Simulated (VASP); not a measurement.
A run of VASP 6.6.1:

INCAR

```
SYSTEM = TaPt2N3
ALGO = Normal
EDIFF = 1E-7
ENCUT = 520
GGA = PS
ISIF = 2
ISMEAR = -1
LASPH = .True.
LCHARG = .False.
LREAL = .False.
LWAVE = .False.
NBANDS = 32
NELM = 60
PREC = Accurate
SIGMA = 0.03
```

Contents of KPOINTS:

```
k-points
0
Gamma
  6 6 6
  0 0 0
```

File POSCAR:

```
TaPt2N3
1.0
    2.5665043952     -3.3194901570      0.0000000000
    2.5665043952      3.3194901570      0.0000000000
    0.0000000000      0.0000000000      4.2333038225
Ta Pt N
1 2 3
Direct
    0.0000000000      0.0000000000      0.0000000000
    0.5000000000      0.0000000000      0.5000000000
    0.0000000000      0.5000000000      0.5000000000
    0.7011811182      0.2988188818      0.0000000000
    0.2988188818      0.7011811182      0.0000000000
    0.5000000000      0.5000000000      0.5000000000
```

Potentials or basis: VASP PAW PBE potentials, release 64 (Ta_pv, Pt, N).

The run is started by

```sh
$ cat potpaw_PBE.64/Ta_pv/POTCAR potpaw_PBE.64/Pt/POTCAR potpaw_PBE.64/N/POTCAR > POTCAR
$ mpirun -np 1 vasp_std > vasp.out
```

Hardware: 1 thread of Intel(R) Xeon(R) 6975P-C (Granite Rapids), with other jobs on the host.

**Question.** How long does it take, and how much memory?

**Answer.** It took 43 s on 1 thread of Intel(R) Xeon(R) 6975P-C (Granite Rapids) (shared host), peak memory 0.25 GiB. Counts: scf iterations 18, k points 52.
